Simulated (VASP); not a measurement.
# SnO2 (I4_1/amd) in VASP: further runs

The runs below take SnO2 through single point, with PBEsol.

Everything below comes from runs of VASP 6.6.1. Logs are shortened: lines on timing, memory, paths and dates and some standing lists are left out, and cuts for length are marked.

### Step 1. The cell of the first run

It takes space group I4_1/amd (No. 141, tetragonal). Conventional cell: a = 4.000 Å, b = 4.000 Å, c = 10.247 Å, α = 90.00°, β = 90.00°, γ = 90.00°. Within 2.7 Å of Sn (site symmetry -4m2) lie 6 O at 2.06 to 2.09 Å. O (site symmetry 2mm) has 3 Sn at 2.06 to 2.09 Å and 2 O at 2.57 Å within 2.7 Å.

### Step 2. Single point, PBEsol

The input, INCAR:

```
SYSTEM = SnO2
PREC = Accurate ; ENCUT = 520
EDIFF = 1E-7 ; ISMEAR = -1
SIGMA = 0.01 ; LREAL = .False.
LASPH = .True. ; NELM = 60
ALGO = Normal ; ISIF = 2
LWAVE = .False. ; LCHARG = .False.
GGA = PS ; NBANDS = 35
```

The input, KPOINTS:

```
Automatic mesh
0
Gamma
  4 4 4
  0 0 0
```

The input, POSCAR:

```
SnO2
1.0
   -2.0000690000      2.0000690000      5.1236790000
    2.0000690000     -2.0000690000      5.1236790000
    2.0000690000      2.0000690000     -5.1236790000
Sn O
2 4
Direct
    0.7500000000      0.2500000000      0.5000000000
    0.0000000000      0.0000000000      0.0000000000
    0.7965230000      0.7965230000      0.0000000000
    0.9534770000      0.4534770000      0.5000000000
    0.2034770000      0.2034770000      0.0000000000
    0.5465230000      0.0465230000      0.5000000000
```

Potentials or basis: VASP PAW PBE potentials, release 64 (Sn_d, O).

Run with:

```bash
$ cat potpaw_PBE.64/Sn_d/POTCAR potpaw_PBE.64/O/POTCAR > POTCAR
$ mpirun -np 1 vasp_std > vasp.out
```

OUTCAR:

```text
SYSTEM = SnO2
   PREC = Accurate
   ENCUT = 520
   EDIFF = 1E-7
   ISMEAR = -1
   LREAL = .False.
   LASPH = .True.
   NELM = 60
   ISIF = 2
   GGA = PS

 ion  position               nearest neighbor table
   1  0.750  0.250  0.500-   3 2.06   5 2.06   3 2.06   5 2.06   4 2.09   6 2.09   2 3.25   2 3.25
                             2 3.25   2 3.25
   2  0.000  0.000  0.000-   6 2.06   4 2.06   6 2.06   4 2.06   3 2.09   5 2.09   1 3.25   1 3.25
                             1 3.25   1 3.25
   3  0.797  0.797  0.000-   1 2.06   1 2.06   2 2.09
   4  0.953  0.453  0.500-   2 2.06   2 2.06   1 2.09
   5  0.203  0.203  0.000-   1 2.06   1 2.06   2 2.09
   6  0.547  0.047  0.500-   2 2.06   2 2.06   1 2.09

  LATTYP: Found a body centered tetragonal cell.
 ALAT       =     4.0001380000
 C/A-ratio  =     2.5617511196

  Lattice vectors:

 A1 = (  -2.0000690000,   2.0000690000,   5.1236790000)
 A2 = (   2.0000690000,  -2.0000690000,   5.1236790000)
 A3 = (   2.0000690000,   2.0000690000,  -5.1236790000)

Analysis of symmetry for initial positions (statically):
=====================================================================
 Subroutine PRICEL returns:
 Original cell was already a primitive cell.

 Routine SETGRP: Setting up the symmetry group for a
 body centered tetragonal supercell.

 Subroutine GETGRP returns: Found 16 space group operations
 (whereof  8 operations were pure point group operations)
 out of a pool of 16 trial point group operations.

The static configuration has the point symmetry D_2d.
 The point group associated with its full space group is D_4h.

Analysis of symmetry for dynamics (positions and initial velocities):
=====================================================================
 Subroutine PRICEL returns:
 Original cell was already a primitive cell.

 Routine SETGRP: Setting up the symmetry group for a
 body centered tetragonal supercell.

 Subroutine GETGRP returns: Found 16 space group operations
 (whereof  8 operations were pure point group operations)
 out of a pool of 16 trial point group operations.

The dynamic configuration has the point symmetry D_2d.
 The point group associated with its full space group is D_4h.

 Subroutine INISYM returns: Found 16 space group operations
 (whereof  8 operations are pure point group operations),
 and found     1 'primitive' translations

----------------------------------------------------------------------------------------

                                     Primitive cell

  volume of cell :      81.9845

  direct lattice vectors                    reciprocal lattice vectors
    -2.000069000  2.000069000  5.123679000     0.000000000  0.249991375  0.097586129
     2.000069000 -2.000069000  5.123679000     0.249991375  0.000000000  0.097586129
     2.000069000  2.000069000 -5.123679000     0.249991375  0.249991375  0.000000000

  length of vectors
     5.852575374  5.852575374  5.852575374     0.268363076  0.268363076  0.353541193

  position of ions in fractional coordinates (direct lattice)
     0.750000000  0.250000000  0.500000000
     0.000000000  0.000000000  0.000000000
     0.796523000  0.796523000  0.000000000
     0.953477000  0.453477000  0.500000000
     0.203477000  0.203477000  0.000000000
     0.546523000  0.046523000  0.500000000

  ion indices of the primitive-cell ions
   primitive index   ion index
                 1           1
                 2           2
                 3           3
                 4           4
                 5           5
                 6           6

----------------------------------------------------------------------------------------

 KPOINTS: Automatic mesh

Automatic generation of k-mesh.
 Grid dimensions read from file:
 generate k-points for:    4    4    4

 Generating k-lattice:

  Cartesian coordinates                     Fractional coordinates (reciprocal lattice)
     0.000000000  0.062497844  0.024396532     0.250000000 -0.000000000  0.000000000
     0.062497844  0.000000000  0.024396532    -0.000000000  0.250000000  0.000000000
     0.062497844  0.062497844  0.000000000     0.000000000  0.000000000  0.250000000

  Length of vectors
     0.067090769  0.067090769  0.088385298

  Shift w.r.t. Gamma in fractional coordinates (k-lattice)
     0.000000000  0.000000000  0.000000000

 Subroutine IBZKPT returns following result:
 ===========================================

 Found     13 irreducible k-points:

 Following reciprocal coordinates:
            Coordinates               Weight
  0.000000  0.000000  0.000000      1.000000
  0.250000  0.000000  0.000000      8.000000
  0.500000  0.000000  0.000000      4.000000
  0.250000  0.250000  0.000000      8.000000
  0.500000  0.250000 -0.000000     16.000000
 -0.250000  0.250000  0.000000      4.000000
  0.500000  0.500000  0.000000      2.000000
  0.250000  0.250000  0.250000      2.000000
 -0.250000  0.250000  0.250000      4.000000
  0.500000  0.500000  0.250000      4.000000
[... 116 lines left out ...]
      3     -15.9553      2.00000
      4     -15.6383      2.00000
      5     -15.6124      2.00000
      6     -15.5376      2.00000
[... 27 lines left out ...]
     34      15.2464      0.00000
     35      16.0241      0.00000

 k-point     5 :       0.5000    0.2500   -0.0000
  band No.  band energies     occupation
      1     -16.2739      2.00000
      2     -16.0599      2.00000
      3     -15.8657      2.00000
      4     -15.6948      2.00000
      5     -15.6238      2.00000
      6     -15.4963      2.00000
[... 27 lines left out ...]
     34      15.0161      0.00000
     35      16.4945      0.00000

 k-point     6 :      -0.2500    0.2500    0.0000
  band No.  band energies     occupation
      1     -16.2874      2.00000
      2     -16.1280      2.00000
      3     -16.0003      2.00000
      4     -15.8185      2.00000
      5     -15.5881      2.00000
      6     -15.5298      2.00000
[... 27 lines left out ...]
     34      14.7004      0.00000
     35      15.8297      0.00000

 k-point     7 :       0.5000    0.5000    0.0000
  band No.  band energies     occupation
      1     -16.0679      2.00000
      2     -16.0679      2.00000
      3     -15.7117      2.00000
      4     -15.7117      2.00000
      5     -15.5659      2.00000
      6     -15.5659      2.00000
[... 27 lines left out ...]
     34      15.4013      0.00000
     35      16.3160      0.00000

 k-point     8 :       0.2500    0.2500    0.2500
  band No.  band energies     occupation
      1     -16.0676      2.00000
      2     -16.0676      2.00000
      3     -15.7131      2.00000
      4     -15.7131      2.00000
      5     -15.5708      2.00000
      6     -15.5708      2.00000
[... 27 lines left out ...]
     34      15.5155      0.00000
     35      16.4845      0.00000

 k-point     9 :      -0.2500    0.2500    0.2500
  band No.  band energies     occupation
      1     -16.4232      2.00000
      2     -16.1764      2.00000
      3     -15.9070      2.00000
      4     -15.7173      2.00000
      5     -15.5941      2.00000
      6     -15.5132      2.00000
[... 27 lines left out ...]
     34      15.1027      0.00000
     35      16.6182      0.00000

 k-point    10 :       0.5000    0.5000    0.2500
  band No.  band energies     occupation
      1     -16.3479      2.00000
      2     -16.3479      2.00000
      3     -15.7319      2.00000
      4     -15.7319      2.00000
      5     -15.5299      2.00000
      6     -15.5299      2.00000
[... 27 lines left out ...]
     34      15.0024      0.00000
     35      16.9057      0.00000

 k-point    11 :      -0.2500    0.5000    0.2500
  band No.  band energies     occupation
      1     -16.5013      2.00000
      2     -16.3803      2.00000
      3     -15.8960      2.00000
      4     -15.6123      2.00000
      5     -15.6039      2.00000
      6     -15.5502      2.00000
[... 27 lines left out ...]
     34      15.4514      0.00000
     35      15.9228      0.00000

 k-point    12 :      -0.2500   -0.2500    0.2500
  band No.  band energies     occupation
      1     -16.5597      2.00000
      2     -16.4047      2.00000
      3     -16.0933      2.00000
      4     -15.5944      2.00000
      5     -15.5944      2.00000
      6     -15.5859      2.00000
[... 27 lines left out ...]
     34      16.2653      0.00000
     35      16.2654      0.00000

 k-point    13 :       0.5000    0.5000    0.5000
  band No.  band energies     occupation
      1     -16.5613      2.00000
      2     -16.5613      2.00000
      3     -15.7547      2.00000
      4     -15.7547      2.00000
      5     -15.6131      2.00000
      6     -15.6131      2.00000
[... 27 lines left out ...]
     34      16.0590      0.00000
     35      17.2687      0.00000

------------------------ aborting loop because EDIFF is reached ----------------------------------------

  FORCE on cell =-STRESS in cart. coord.  units (eV):
  Direction    XX          YY          ZZ          XY          YZ          ZX
  --------------------------------------------------------------------------------------
  -------------------------------------------------------------------------------------
  Total        0.7832304      0.7832304      0.3203484      0.0000000      0.0000000      0.0000000
  in kB       15.3062314     15.3062314      6.2603884      0.0000000      0.0000000      0.0000000
  external PRESSURE =      12.2909504 kB  Pullay stress =       0.0000000 kB

 VOLUME and BASIS-vectors are now :
 -----------------------------------------------------------------------------
  energy-cutoff  :      520.00
  volume of cell :       81.98
      direct lattice vectors                 reciprocal lattice vectors
    -2.000069000  2.000069000  5.123679000     0.000000000  0.249991375  0.097586129
     2.000069000 -2.000069000  5.123679000     0.249991375  0.000000000  0.097586129
     2.000069000  2.000069000 -5.123679000     0.249991375  0.249991375  0.000000000

 POSITION                                       TOTAL-FORCE (eV/Angst)
 -----------------------------------------------------------------------------------
      0.00000      2.00007      2.56184         0.000000      0.000000     -0.000000
      0.00000      0.00000      0.00000         0.000000      0.000000     -0.000000
      0.00000      0.00000      8.16226        -0.000000      0.000000      0.056975
      0.00000      2.00007      4.64694         0.000000     -0.000000     -0.056975
      0.00000      0.00000      2.08510        -0.000000      0.000000     -0.056975
      0.00000      2.00007      0.47674         0.000000     -0.000000      0.056975
 -----------------------------------------------------------------------------------
    total drift:                                0.000000     -0.000000      0.000000

  FREE ENERGIE OF THE ION-ELECTRON SYSTEM (eV)
  ---------------------------------------------------
  free  energy   TOTEN  =       -39.2173175300 eV

  energy  without entropy=      -39.2173175300  energy(sigma->0) =      -39.21731753
```

Wall time 59 s (1 thread of Intel Xeon Platinum 8488C (Sapphire Rapids), shared host); peak memory 0.32 GiB.

What came out:

```yaml
Free_energy: -39.2173 eV
Pressure: 1.2 GPa
Largest_force: 0.057 eV/Å
Band_gap_on_the_k_mesh: 1.56 eV, indirect (least direct gap 1.94 eV)
```

Forces on the atoms (eV/Å):
```
Sn   0.000  0.000  0.000
Sn   0.000  0.000  0.000
O    0.000  0.000  0.057
O    0.000  0.000 -0.057
O    0.000  0.000 -0.057
O    0.000  0.000  0.057
```

Caveat: the k points lie up to 0.56 Å⁻¹ apart; the PAW data sets were made with another functional, which shifts forces and pressure a little; spin-orbit coupling is left out, which moves the levels of the heavy elements. As with any semilocal functional, this PBEsol gap is likely too small.

### Step 3. Single point, PBEsol

The input, INCAR:

```
PREC     = Accurate       # precision mode
ENCUT    = 520            # plane-wave cutoff, eV
EDIFF    = 1E-6           # SCF threshold, eV
ISMEAR   = -1             # smearing method
SIGMA    = 0.01           # smearing width, eV
LREAL    = F              # projectors in reciprocal space
LASPH    = T              # aspherical terms in the spheres
NELM     = 60             # most SCF steps
ALGO     = Normal         # electronic algorithm
ISIF     = 2              # what is computed and relaxed
LWAVE    = F              # write WAVECAR
LCHARG   = F              # write CHGCAR
GGA      = PS             # functional
NBANDS   = 35             # bands
```

The input, KPOINTS:

```
regular mesh
0
Gamma
  6 6 6
```

POSCAR is that of step 2.

Potentials or basis: VASP PAW PBE potentials, release 64 (Sn_d, O).

Run with:

```bash
$ cat potpaw_PBE.64/Sn_d/POTCAR potpaw_PBE.64/O/POTCAR > POTCAR
$ mpirun -np 1 vasp_std > vasp.out
```

It took 99 s on 1 thread of Intel Xeon Platinum 8488C (Sapphire Rapids), shared host; peak memory 0.34 GiB.

The run converged. Its results:

```yaml
Free_energy: -39.2188 eV
Pressure: 1.3 GPa
Largest_force: 0.056 eV/Å
Band_gap_on_the_k_mesh: 1.57 eV, indirect (least direct gap 1.94 eV)
```

Forces in eV/Å, atoms in the order of the input:
```
Sn   0.000  0.000  0.000
Sn   0.000  0.000  0.000
O    0.000  0.000  0.056
O    0.000  0.000 -0.056
O    0.000  0.000 -0.056
O    0.000  0.000  0.056
```

Stress tensor (GPa, compression positive):
```
1.55 0.00 0.00
0.00 1.55 0.00
0.00 0.00 0.66
```

Levels at points of the mesh, in eV from the valence-band top:
```tsv
k point	band 23	band 24	band 25	band 26	band 27	band 28	band 29	band 30
(0.00, 0.00, 0.00)	-0.66	-0.66	-0.37	-0.37	1.57	5.51	9.24	9.68
(0.50, 0.00, 0.00)	-0.77	-0.75	-0.56	-0.38	4.91	6.16	7.84	8.54
(0.50, 0.50, 0.00)	-0.81	-0.81	-0.03	-0.03	7.28	7.28	7.57	7.57
(0.50, 0.50, 0.50)	-1.01	-1.01	-0.27	-0.27	4.21	4.21	7.57	7.57
```

Caveat: the PAW data sets were made with another functional, which shifts forces and pressure a little; spin-orbit coupling is left out, which moves the levels of the heavy elements. As with any semilocal functional, this PBEsol gap is likely too small.

### Step 4. Single point, PBEsol

The input, INCAR:

```
SYSTEM = SnO2
PREC     = Accurate       ! precision mode
ENCUT    = 520            ! plane-wave cutoff, eV
EDIFF    = 1E-6           ! SCF threshold, eV
ISMEAR   = -1             ! smearing method
SIGMA    = 0.01           ! smearing width, eV
LREAL    = .FALSE.        ! projectors in reciprocal space
LASPH    = .TRUE.         ! aspherical terms in the spheres
NELM     = 60             ! most SCF steps
ALGO     = Normal         ! electronic algorithm
ISIF     = 2              ! what is computed and relaxed
LWAVE    = .FALSE.        ! write WAVECAR
LCHARG   = .TRUE.         ! write CHGCAR
GGA      = PS             ! functional
LELF     = .TRUE.         ! ELF
LVHAR    = .TRUE.       
NBANDS   = 35             ! bands
```

The input, KPOINTS:

```
Automatic mesh
0
G
  8 8 8
  0 0 0
```

POSCAR is that of step 3.

Run with:

```bash
$ cat potpaw_PBE.64/Sn_d/POTCAR potpaw_PBE.64/O/POTCAR > POTCAR
$ mpirun -np 1 vasp_std > vasp.out
```

It took 3.3 min on 1 thread of Intel Xeon Platinum 8488C (Sapphire Rapids), shared host; peak memory 0.39 GiB.

It converged, with:

```yaml
Free_energy: -39.2188 eV
Pressure: 1.3 GPa
Largest_force: 0.056 eV/Å
Band_gap_on_the_k_mesh: 1.56 eV, indirect (least direct gap 1.94 eV)
```

Forces in eV/Å, atoms in the order of the input:
```
Sn   0.000  0.000  0.000
Sn   0.000  0.000  0.000
O    0.000  0.000  0.056
O    0.000  0.000 -0.056
O    0.000  0.000 -0.056
O    0.000  0.000  0.056
```

Stress tensor (GPa, compression positive):
```
1.55 0.00 0.00
0.00 1.55 0.00
0.00 0.00 0.67
```

Levels at points of the mesh, in eV from the valence-band top:
| k point | band 23 | band 24 | band 25 | band 26 | band 27 | band 28 | band 29 | band 30 |
| --- | --- | --- | --- | --- | --- | --- | --- | --- |
| (0.00, 0.00, 0.00) | -0.67 | -0.67 | -0.39 | -0.39 | 1.56 | 5.49 | 9.23 | 9.67 |
| (0.50, 0.00, 0.00) | -0.78 | -0.76 | -0.58 | -0.39 | 4.90 | 6.15 | 7.83 | 8.53 |
| (0.50, 0.50, 0.00) | -0.82 | -0.82 | -0.05 | -0.05 | 7.27 | 7.27 | 7.56 | 7.56 |
| (0.50, 0.50, 0.50) | -1.02 | -1.02 | -0.28 | -0.28 | 4.19 | 4.19 | 7.56 | 7.56 |

Caveat: the PAW data sets were made with another functional, which shifts forces and pressure a little; spin-orbit coupling is left out, which moves the levels of the heavy elements. A k mesh can miss the band edges.

### Step 5. Single point, PBEsol

The input, INCAR:

```
SYSTEM = SnO2
PREC = Accurate
ENCUT = 520
EDIFF = 1E-7
ISMEAR = -1
SIGMA = 0.01
LREAL = .False.
LASPH = .True.
NELM = 100
ALGO = Normal
ISIF = 2
LWAVE = .False.
LCHARG = .True.
GGA = PS
LELF = .True.
LVHAR = .True.
NBANDS = 35
```

The input, KPOINTS:

```
regular mesh
0
Gamma
  10 10 10
  0 0 0
```

POSCAR is that of step 4.

Run with:

```bash
$ cat potpaw_PBE.64/Sn_d/POTCAR potpaw_PBE.64/O/POTCAR > POTCAR
$ mpirun -np 1 vasp_std > vasp.out
```

Wall time 7.2 min (1 thread of Intel Xeon Platinum 8488C (Sapphire Rapids), shared host); peak memory 0.46 GiB.

The run converged. Its results:

```yaml
Free_energy: -39.2188 eV
Pressure: 1.2 GPa
Largest_force: 0.056 eV/Å
Band_gap_on_the_k_mesh: 1.56 eV, indirect (least direct gap 1.94 eV)
```

Forces on the atoms (eV/Å):
```
Sn   0.000  0.000  0.000
Sn   0.000  0.000  0.000
O    0.000  0.000  0.056
O    0.000  0.000 -0.056
O    0.000  0.000 -0.056
O    0.000  0.000  0.056
```

Stress tensor (GPa, compression positive):
```
1.54 0.00 0.00
0.00 1.54 0.00
0.00 0.00 0.65
```

Levels at points of the mesh, in eV from the valence-band top:
| k point | band 23 | band 24 | band 25 | band 26 | band 27 | band 28 | band 29 | band 30 |
| --- | --- | --- | --- | --- | --- | --- | --- | --- |
| (0.00, 0.00, 0.00) | -0.67 | -0.67 | -0.38 | -0.38 | 1.56 | 5.50 | 9.23 | 9.67 |
| (0.50, 0.00, 0.00) | -0.78 | -0.76 | -0.57 | -0.39 | 4.90 | 6.15 | 7.83 | 8.53 |
| (0.50, 0.50, 0.00) | -0.82 | -0.82 | -0.04 | -0.04 | 7.27 | 7.27 | 7.56 | 7.56 |
| (0.50, 0.50, 0.50) | -1.02 | -1.02 | -0.28 | -0.28 | 4.20 | 4.20 | 7.56 | 7.56 |

Caveat: the PAW data sets were made with another functional, which shifts forces and pressure a little; spin-orbit coupling is left out, which moves the levels of the heavy elements.

### Step 6. The runs side by side

| k mesh | gap on the mesh (eV) | pressure (GPa) | largest force (eV/Å) |
| --- | --- | --- | --- |
| 4 × 4 × 4 | 1.56 | 1.2 | 0.06 |
| 6 × 6 × 6 | 1.57 | 1.3 | 0.06 |
| 8 × 8 × 8 | 1.56 | 1.3 | 0.06 |
| 10 × 10 × 10 | 1.56 | 1.2 | 0.06 |

Alike in all rows: task single point; level PBEsol; potentials or basis VASP PAW PBE potentials, release 64 (Sn_d, O); no spin polarisation; cell as given; cutoff (eV) 520; smearing fermi-dirac 0.01 eV.

Caveats: some runs use coarse meshes; the PAW data sets were made with another functional, which shifts forces and pressure a little; spin-orbit coupling is left out, which moves the levels of the heavy elements.

Absolute energies hang on the potentials; compare differences alone.
